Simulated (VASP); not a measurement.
# Ga3Sb (I4/mmm) in VASP: settings compared, part 2 of 3

VASP 6.6.1.

**3. Single point, LDA**

Contents of INCAR:

```
PREC     = Accurate       # precision mode
ENCUT    = 520            # plane-wave cutoff, eV
EDIFF    = 1E-6           # SCF threshold, eV
ISMEAR   = -1             # smearing method
SIGMA    = 0.05           # smearing width, eV
LREAL    = F              # projectors in reciprocal space
LASPH    = T              # aspherical terms in the spheres
NELM     = 80             # most SCF steps
ALGO     = Fast           # electronic algorithm
ISIF     = 2              # what is computed and relaxed
LWAVE    = F              # write WAVECAR
LCHARG   = T              # write CHGCAR
LELF     = T              # ELF
LVHAR    = T            
NBANDS   = 30             # bands
```

Contents of KPOINTS:

```
regular mesh
0
Gamma
  9 9 9
```

Contents of POSCAR:

```
Ga3Sb
1.0
   -2.1587990000      2.1587990000      4.7604840000
    2.1587990000     -2.1587990000      4.7604840000
    2.1587990000      2.1587990000     -4.7604840000
Sb Ga
1 3
Direct
    0.0000000000      0.0000000000      0.0000000000
    0.5000000000      0.5000000000      0.0000000000
    0.2500000000      0.7500000000      0.5000000000
    0.7500000000      0.2500000000      0.5000000000
```

Potentials or basis: VASP PAW LDA potentials, release 64 (Sb, Ga_d).

Run with:

```bash
> cat potpaw_LDA.64/Sb/POTCAR potpaw_LDA.64/Ga_d/POTCAR > POTCAR
> mpirun -np 1 vasp_std > vasp.out
```

OUTCAR:

```text
PREC = Accurate
   ENCUT = 520
   EDIFF = 1E-6
   ISMEAR = -1
   LREAL = F
   LASPH = T
   NELM = 80
   ISIF = 2

 ion  position               nearest neighbor table
   1  0.000  0.000  0.000-   2 3.05   2 3.05   2 3.05   2 3.05   4 3.21   3 3.21   4 3.21   3 3.21
                             4 3.21   4 3.21   3 3.21   3 3.21
   2  0.500  0.500  0.000-   1 3.05   1 3.05   1 3.05   1 3.05
   3  0.250  0.750  0.500-   1 3.21   1 3.21   1 3.21   1 3.21
   4  0.750  0.250  0.500-   1 3.21   1 3.21   1 3.21   1 3.21

  LATTYP: Found a body centered tetragonal cell.
 ALAT       =     4.3175980000
 C/A-ratio  =     2.2051538842

  Lattice vectors:

 A1 = (  -2.1587990000,   2.1587990000,   4.7604840000)
 A2 = (   2.1587990000,  -2.1587990000,   4.7604840000)
 A3 = (   2.1587990000,   2.1587990000,  -4.7604840000)

Analysis of symmetry for initial positions (statically):
=====================================================================
 Subroutine PRICEL returns:
 Original cell was already a primitive cell.

 Routine SETGRP: Setting up the symmetry group for a
 body centered tetragonal supercell.

 Subroutine GETGRP returns: Found 16 space group operations
 (whereof 16 operations were pure point group operations)
 out of a pool of 16 trial point group operations.

The static configuration has the point symmetry D_4h.

Analysis of symmetry for dynamics (positions and initial velocities):
=====================================================================
 Subroutine PRICEL returns:
 Original cell was already a primitive cell.

 Routine SETGRP: Setting up the symmetry group for a
 body centered tetragonal supercell.

 Subroutine GETGRP returns: Found 16 space group operations
 (whereof 16 operations were pure point group operations)
 out of a pool of 16 trial point group operations.

The dynamic configuration has the point symmetry D_4h.

 Subroutine INISYM returns: Found 16 space group operations
[... 114 lines left out ...]
   EMIN   =  10.00;   EMAX   =-10.00  energy-range for DOS
   EFERMI =   0.00;   METHOD = LEGACY
   ISMEAR =    -1;   SIGMA  =   0.05  broadening in eV -4-tet -1-fermi 0-gaus
   EFERMI_NEDOS =   21; number of points for ismear=-14 and -15
   IALGO  =     68    algorithm
   IMIX   =      4    mixing-type and parameters
     AMIX     =   0.40;   BMIX     =  1.00
     AMIX_MAG =   1.60;   BMIX_MAG =  1.00
  volume/ion in A,a.u.               =      22.19       149.72
  Fermi-wavevector in a.u.,A,eV,Ry     =   1.295728  2.448571 22.842976  1.678911
  Thomas-Fermi vector in A             =   2.427229
   LORBIT       =      0    0 simple, 1 ext, 2 COOP (PROOUT), +10 PAW based schemes
   GGA     = CA    functional components
   LHFCALC =     F    Hartree Fock is set to
   AEXX    =    0.0000 exact exchange contribution
   IVDW    =     0    specifies the selected vdW correction
   LEPSILON=     F    determine dielectric tensor
   LRPA    =     F    only Hartree local field effects (RPA)
 non-spin polarized calculation
 RMM-DIIS sequential band-by-band and
  energy-cutoff  :      520.00
  volume of cell :       88.74
 maximum number of plane-waves:      2415
 NGX is ok and might be reduce to    42
   NGX = 21   NGY = 21   NGZ = 21

 number of electron      44.0000012 magnetization

 Free energy of the ion-electron system (eV)
  ---------------------------------------------------
  ext. energy  EPLUGINS =         0.00000000
  ---------------------------------------------------
  free energy    TOTEN  =       -15.06328214 eV

  energy without entropy =      -15.04473141  energy(sigma->0) =      -15.05400677

 E-fermi :   5.6502     XC(G=0): -10.7210

 val. band max:        5.6454943319   @ k =  -0.2222  -0.3333   0.1111
 cond. band min:       5.6579402553   @ k =   0.2222   0.1111   0.1111
 fundamental gap:      0.0124459234
 Fermi energy:         5.6502485594

 k-point     1 :       0.0000    0.0000    0.0000
  band No.  band energies     occupation
      1      -9.3187      2.00000
      2      -9.2712      2.00000
      3      -9.2560      2.00000
      4      -9.2188      2.00000
      5      -9.2188      2.00000
      6      -9.2168      2.00000
[... 781 lines left out ...]
     29      13.3802      0.00000
     30      13.7294      0.00000

 [... further k-points ...]
[... 5 lines left out ...]
  --------------------------------------------------------------------------------------
  -------------------------------------------------------------------------------------
  Total       -2.8415754     -2.8415754     -2.3797075      0.0000000     -0.0000000      0.0000000
  in kB      -51.3019936    -51.3019936    -42.9634000      0.0000000     -0.0000000      0.0000000
  external PRESSURE =     -48.5224624 kB  Pullay stress =       0.0000000 kB

 VOLUME and BASIS-vectors are now :
 -----------------------------------------------------------------------------
  energy-cutoff  :      520.00
  volume of cell :       88.74
      direct lattice vectors                 reciprocal lattice vectors
    -2.158799000  2.158799000  4.760484000     0.000000000  0.231610261  0.105031337
     2.158799000 -2.158799000  4.760484000     0.231610261  0.000000000  0.105031337
     2.158799000  2.158799000 -4.760484000     0.231610261  0.231610261  0.000000000

 POSITION                                       TOTAL-FORCE (eV/Angst)
 -----------------------------------------------------------------------------------
      0.00000      0.00000      0.00000        -0.000000     -0.000000      0.000000
      0.00000      0.00000      4.76048        -0.000000     -0.000000      0.000000
      2.15880      0.00000      2.38024         0.000000     -0.000000     -0.000000
      0.00000      2.15880      2.38024        -0.000000      0.000000     -0.000000
 -----------------------------------------------------------------------------------
    total drift:                               -0.000000      0.000000      0.000000

  FREE ENERGIE OF THE ION-ELECTRON SYSTEM (eV)
  ---------------------------------------------------
  free  energy   TOTEN  =       -15.0632821362 eV

  energy  without entropy=      -15.0447314101  energy(sigma->0) =      -15.05400677
```

OSZICAR:

```text
N       E                     dE             d eps       ncg     rms          rms(c)
DAV:   1     0.297320335019E+03    0.29732E+03   -0.20744E+04  4644   0.233E+03
DAV:   2     0.219170774275E+02   -0.27540E+03   -0.26817E+03  4662   0.504E+02
DAV:   3    -0.138890494466E+02   -0.35806E+02   -0.35112E+02  5180   0.137E+02
DAV:   4    -0.151082635982E+02   -0.12192E+01   -0.12088E+01  5298   0.268E+01
DAV:   5    -0.151397825274E+02   -0.31519E-01   -0.31498E-01  5818   0.435E+00    0.251E+00
RMM:   6    -0.150805325404E+02    0.59250E-01   -0.10867E-01  5897   0.317E+00    0.139E+00
RMM:   7    -0.150641456600E+02    0.16387E-01   -0.50507E-02  6035   0.148E+00    0.175E-01
RMM:   8    -0.150632578012E+02    0.88786E-03   -0.52114E-03  6372   0.678E-01    0.733E-02
RMM:   9    -0.150632941244E+02   -0.36323E-04   -0.85080E-04  7180   0.244E-01    0.605E-02
RMM:  10    -0.150632857904E+02    0.83340E-05   -0.14377E-04  7383   0.885E-02    0.107E-02
RMM:  11    -0.150632814152E+02    0.43752E-05   -0.34586E-05  6507   0.575E-02    0.228E-03
RMM:  12    -0.150632821362E+02   -0.72103E-06   -0.85146E-06  5178   0.209E-02
   1 F= -.15063282E+02 E0= -.15054007E+02  d E =-.185507E-01
```

stdout:

```text
POSCAR found type information on POSCAR SbGa
 POSCAR found :  2 types and       4 ions
 scaLAPACK will be used
 LDA part: xc-table for (Slater(with rela. corr.)+CA(PZ))
 , standard interpolation
 POSCAR, INCAR and KPOINTS ok, starting setup
 FFT: planning ... GRIDC
 FFT: planning ... GRID_SOFT
 FFT: planning ... GRID
 WAVECAR not read
 entering main loop
```

Wall time 5.6 min (1 thread of AMD EPYC 7R43 (Zen 3), shared host); peak memory 0.28 GiB.

Results:

```
Free energy            : -15.0633 eV
Pressure               : -4.9 GPa
Band gap on the k mesh : zero (band 22 reaches 7.48 eV, above the bottom of band 23 at 3.97 eV)
```

Caveat: spin-orbit coupling is left out, which moves the levels of the heavy elements.

**4. Single point, PBEsol (volume scaled by 0.94)**

Contents of INCAR:

```
ALGO = Fast
EDIFF = 1E-6
ENCUT = 520
GGA = PS
ISIF = 2
ISMEAR = -1
LASPH = T
LCHARG = F
LREAL = F
LWAVE = F
NBANDS = 30
NELM = 60
PREC = Accurate
SIGMA = 0.05
```

Contents of KPOINTS:

```
k-points
0
Gamma
  9 9 9
```

Contents of POSCAR:

```
Ga3Sb
1.0
   -2.1147295119      2.1147295119      4.6633039972
    2.1147295119     -2.1147295119      4.6633039972
    2.1147295119      2.1147295119     -4.6633039972
Sb Ga
1 3
Direct
    0.0000000000      0.0000000000      0.0000000000
    0.5000000000      0.5000000000      0.0000000000
    0.2500000000      0.7500000000      0.5000000000
    0.7500000000      0.2500000000      0.5000000000
```

Potentials or basis: VASP PAW PBE potentials, release 64 (Sb, Ga_d).

Run with:

```bash
> cat potpaw_PBE.64/Sb/POTCAR potpaw_PBE.64/Ga_d/POTCAR > POTCAR
> mpirun -np 1 vasp_std > vasp.out
```

OUTCAR:

```text
EDIFF = 1E-6
   ENCUT = 520
   GGA = PS
   ISIF = 2
   ISMEAR = -1
   LASPH = T
   LREAL = F
   NELM = 60
   PREC = Accurate

 ion  position               nearest neighbor table
   1  0.000  0.000  0.000-   2 2.99   2 2.99   2 2.99   2 2.99   4 3.15   4 3.15   3 3.15   3 3.15
                             4 3.15   3 3.15   4 3.15   3 3.15
   2  0.500  0.500  0.000-   1 2.99   1 2.99   1 2.99   1 2.99
   3  0.250  0.750  0.500-   1 3.15   1 3.15   1 3.15   1 3.15
   4  0.750  0.250  0.500-   1 3.15   1 3.15   1 3.15   1 3.15

  LATTYP: Found a body centered tetragonal cell.
 ALAT       =     4.2294590238
 C/A-ratio  =     2.2051538842

  Lattice vectors:

 A1 = (  -2.1147295119,   2.1147295119,   4.6633039972)
 A2 = (   2.1147295119,  -2.1147295119,   4.6633039972)
 A3 = (   2.1147295119,   2.1147295119,  -4.6633039972)

Analysis of symmetry for initial positions (statically):
=====================================================================
 Subroutine PRICEL returns:
 Original cell was already a primitive cell.

 Routine SETGRP: Setting up the symmetry group for a
 body centered tetragonal supercell.

[... 165 lines left out ...]
  ext. energy  EPLUGINS =         0.00000000
  ---------------------------------------------------
  free energy    TOTEN  =       -14.30955612 eV

  energy without entropy =      -14.29427635  energy(sigma->0) =      -14.30191623

 E-fermi :   6.3467     XC(G=0): -10.8833

 val. band max:        6.3142206426   @ k =  -0.1111  -0.2222   0.1111
 cond. band min:       6.3608153740   @ k =  -0.4444   0.1111   0.0000
 fundamental gap:      0.0465947314
 Fermi energy:         6.3467286181

 k-point     1 :       0.0000    0.0000    0.0000
  band No.  band energies     occupation
      1      -8.5131      2.00000
      2      -8.4731      2.00000
      3      -8.4415      2.00000
      4      -8.4155      2.00000
      5      -8.4155      2.00000
      6      -8.4027      2.00000
[... 781 lines left out ...]
     29      14.5675      0.00000
     30      14.9271      0.00000

 [... further k-points ...]
[... 5 lines left out ...]
  --------------------------------------------------------------------------------------
  -------------------------------------------------------------------------------------
  Total       -0.6256614     -0.6256614      0.0991252      0.0000000     -0.0000000      0.0000000
  in kB      -12.0167384    -12.0167384      1.9038438      0.0000000     -0.0000000      0.0000000
  external PRESSURE =      -7.3765443 kB  Pullay stress =       0.0000000 kB

 VOLUME and BASIS-vectors are now :
 -----------------------------------------------------------------------------
  energy-cutoff  :      520.00
  volume of cell :       83.42
      direct lattice vectors                 reciprocal lattice vectors
    -2.114729512  2.114729512  4.663303997     0.000000000  0.236436857  0.107220117
     2.114729512 -2.114729512  4.663303997     0.236436857  0.000000000  0.107220117
     2.114729512  2.114729512 -4.663303997     0.236436857  0.236436857  0.000000000

 POSITION                                       TOTAL-FORCE (eV/Angst)
 -----------------------------------------------------------------------------------
      0.00000      0.00000      0.00000         0.000000     -0.000000      0.000000
      0.00000      0.00000      4.66330         0.000000     -0.000000      0.000000
      2.11473      0.00000      2.33165         0.000000     -0.000000     -0.000000
      0.00000      2.11473      2.33165        -0.000000      0.000000      0.000000
 -----------------------------------------------------------------------------------
    total drift:                               -0.000000      0.000000      0.000000

  FREE ENERGIE OF THE ION-ELECTRON SYSTEM (eV)
  ---------------------------------------------------
  free  energy   TOTEN  =       -14.3095561161 eV

  energy  without entropy=      -14.2942763528  energy(sigma->0) =      -14.30191623
```

stdout:

```text
POSCAR found type information on POSCAR SbGa
 POSCAR found :  2 types and       4 ions
 scaLAPACK will be used
 -----------------------------------------------------------------------------
|                                                                             |
|                                                                             |
|     You enforced a specific xc type in the INCAR file but a different       |
|     I HOPE YOU KNOW WHAT YOU ARE DOING!                                     |
|                                                                             |
 -----------------------------------------------------------------------------

 LDA part: xc-table for (Slater+PW92), standard interpolation
 POSCAR, INCAR and KPOINTS ok, starting setup
 FFT: planning ... GRIDC
 FFT: planning ... GRID_SOFT
 FFT: planning ... GRID
 WAVECAR not read
 entering main loop
WARNING in EDDRMM: call to ZHEGV failed, returncode =   8  4     27
WARNING in EDDRMM: call to ZHEGV failed, returncode =   8  4     28
```

Run time: 4.6 min. Hardware: 1 thread of AMD EPYC 7R43 (Zen 3), shared host; peak memory 0.32 GiB.

Results:

- Free energy: -14.3096 eV
- Pressure: -0.7 GPa
- Band gap on the k mesh: zero (band 22 reaches 8.40 eV, above the bottom of band 23 at 4.54 eV)

Stress tensor (GPa, compression positive):
```
-1.20  0.00  0.00
 0.00 -1.20  0.00
 0.00  0.00  0.19
```

Levels at points of the mesh, in eV from the Fermi level:
```
           k point  band 19  band 20  band 21  band 22  band 23  band 24  band 25  band 26
(0.00, 0.00, 0.00)    -2.82    -1.85    -1.85    -1.67    -0.31    -0.31     0.99     1.18
```

Caveat: the PAW data sets were made with another functional, which shifts forces and pressure a little; spin-orbit coupling is left out, which moves the levels of the heavy elements.

(Continued in part 3 of 3.)
